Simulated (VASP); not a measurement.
Input of a VASP 6.6.1 run:

File POSCAR:

```
WS2
1.0
    1.5911144765      0.9186303713      6.5548102089
   -1.5911144765      0.9186303713      6.5548102089
    0.0000000000     -1.8372607426      6.5548102089
W S
1 2
Direct
    0.0006744005      0.0006744005      0.0006744005
    0.4132992230      0.4132992230      0.4132992230
    0.2547263764      0.2547263764      0.2547263764
```

Contents of INCAR.step1:

```
SYSTEM = WS2
ALGO = Normal ; EDIFF = 1E-4
ENCUT = 520 ; GGA = PE
ISMEAR = 0 ; LASPH = .TRUE.
LCHARG = .FALSE. ; LREAL = .FALSE.
LWAVE = .TRUE. ; NBANDS = 20
NELM = 60 ; PREC = Accurate
SIGMA = 0.02
```

Contents of INCAR.step2:

```
SYSTEM = WS2
ALGO = Normal ; EDIFF = 1E-6
ENCUT = 520 ; ISIF = 2
ISMEAR = 0 ; ISTART = 1
LASPH = .TRUE. ; LCHARG = .FALSE.
LMIXTAU = .TRUE. ; LREAL = .FALSE.
LWAVE = .FALSE. ; METAGGA = R2SCAN
NBANDS = 20 ; NELM = 60
PREC = Accurate ; SIGMA = 0.02
```

The input KPOINTS:

```
k-points
0
G
  12 12 12
  0 0 0
```

Potentials or basis: VASP PAW PBE potentials, release 64 (W_sv, S).

Command:

```sh
$ cat potpaw_PBE.64/W_sv/POTCAR potpaw_PBE.64/S/POTCAR > POTCAR
$ cp INCAR.step1 INCAR
$ mpirun -np 1 vasp_std > vasp.out
$ cp INCAR.step2 INCAR
$ mpirun -np 1 vasp_std > vasp.out
```

Q: Predict the band gap on the k mesh.

A: 1.39 eV (least direct gap 1.92 eV).

Q: Estimate the pressure.

A: 0.2 GPa.

Q: What does it give for the largest force?

A: 0.021 eV/Å.

Stress tensor (GPa, compression positive):
```
0.20 0.00 0.00
0.00 0.20 0.00
0.00 0.00 0.11
```

Caveat: the PAW data sets were made with another functional, which shifts forces and pressure a little; spin-orbit coupling is left out, which moves the levels of the heavy elements. A k mesh can miss the band edges.
